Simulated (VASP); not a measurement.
## CdTe: single point with RPBE

Crystal: CdTe.

```
CELL_PARAMETERS angstrom
0.00000 3.35984 3.35984
3.35984 0.00000 3.35984
3.35984 3.35984 0.00000
ATOMIC_POSITIONS crystal
Cd 0.00000 0.00000 0.00000
Te 0.75000 0.75000 0.75000
```

```yaml
Program: VASP 6.6.1
Task: single point
Functional: RPBE
Potentials_or_basis: VASP PAW PBE potentials, release 64 (Cd, Te)
Cutoff: 520 eV
k_mesh: 8 × 8 × 8
Occupations: gaussian, width 0.02 eV
Spin: no spin polarisation
```

| Property | Result |
| --- | --- |
| Pressure | 0.1 GPa |
| Band gap on the k mesh | 0.60 eV, direct |

Levels at points of the mesh, in eV from the valence-band top:
| k point | band 5 | band 6 | band 7 | band 8 | band 9 | band 10 | band 11 | band 12 | band 13 | band 14 |
| --- | --- | --- | --- | --- | --- | --- | --- | --- | --- | --- |
| (0.00, 0.00, 0.00) | -7.80 | -7.80 | 0.00 | 0.00 | 0.00 | 0.60 | 4.72 | 4.72 | 4.72 | 7.58 |
| (0.50, 0.00, 0.00) | -7.79 | -7.52 | -3.79 | -0.62 | -0.62 | 1.82 | 5.29 | 5.29 | 7.15 | 8.54 |
| (0.50, 0.50, 0.00) | -7.78 | -7.41 | -3.76 | -1.50 | -1.50 | 2.75 | 3.00 | 8.49 | 8.67 | 8.67 |

It took 42 s on 1 thread of Intel Xeon 6975P-C, on a shared host, peak memory 0.22 GiB.

Caveat: the PAW data sets were made with another functional, which shifts forces and pressure a little; spin-orbit coupling is left out, which moves the levels of the heavy elements.
